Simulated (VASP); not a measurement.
Set up this calculation in VASP 6.6.1, as the native input.

```yaml
Task: single point
Functional: PBE
Potentials_or_basis: VASP PAW PBE potentials, release 64 (Si, B, C)
Cutoff: 520 eV
k_mesh: 6 × 6 × 4
Occupations: gaussian, width 0.1 eV
Spin: no spin polarisation
Dipole_correction: no
Further_INCAR_settings: ALGO = Normal; EDIFF = 1e-06; NBANDS = 17
```

The structure of Si2B2C lies in POSCAR:

```
Si2B2C
1.0
    2.8983668434      0.0000000000      0.0000000000
   -1.4491834217      2.5100593158      0.0000000000
    0.0000000000      0.0000000000      6.6176063712
Si B C
2 2 1
Direct
    0.3333333333      0.6666666667      0.1856654599
    0.3333333333      0.6666666667      0.8143345401
    0.6666666667      0.3333333333      0.5000000000
    0.0000000000      0.0000000000      0.0000000000
    0.3333333333      0.6666666667      0.5000000000
```

One way to write it, as run:

INCAR

```
PREC     = Accurate       # precision mode
ENCUT    = 520            # plane-wave cutoff, eV
EDIFF    = 1E-6           # SCF threshold, eV
ISMEAR   = 0              # smearing method
SIGMA    = 0.1            # smearing width, eV
LREAL    = F              # projectors in reciprocal space
LASPH    = T              # aspherical terms in the spheres
NELM     = 100            # most SCF steps
ALGO     = Normal         # electronic algorithm
ISIF     = 2              # what is computed and relaxed
LWAVE    = F              # write WAVECAR
LCHARG   = F              # write CHGCAR
GGA      = PE             # functional
NBANDS   = 17             # bands
```

KPOINTS

```
regular mesh
0
Gamma
  6 6 4
```

Potentials or basis: VASP PAW PBE potentials, release 64 (Si, B, C).

The run is started by

```bash
$ cat potpaw_PBE.64/Si/POTCAR potpaw_PBE.64/B/POTCAR potpaw_PBE.64/C/POTCAR > POTCAR
$ mpirun -np 1 vasp_std > vasp.out
```

Results of the run:

```yaml
Pressure: 0.0 GPa
Largest_force: 0.015 eV/Å
Band_gap_on_the_k_mesh: zero (band 9 reaches 11.23 eV, above the bottom of band 10 at 7.80 eV)
```

Caveat: the k points lie up to 0.42 Å⁻¹ apart.

It took 8.6 s on 1 thread of Intel(R) Xeon(R) 6975P-C (Granite Rapids) (shared host), peak memory 0.16 GiB.
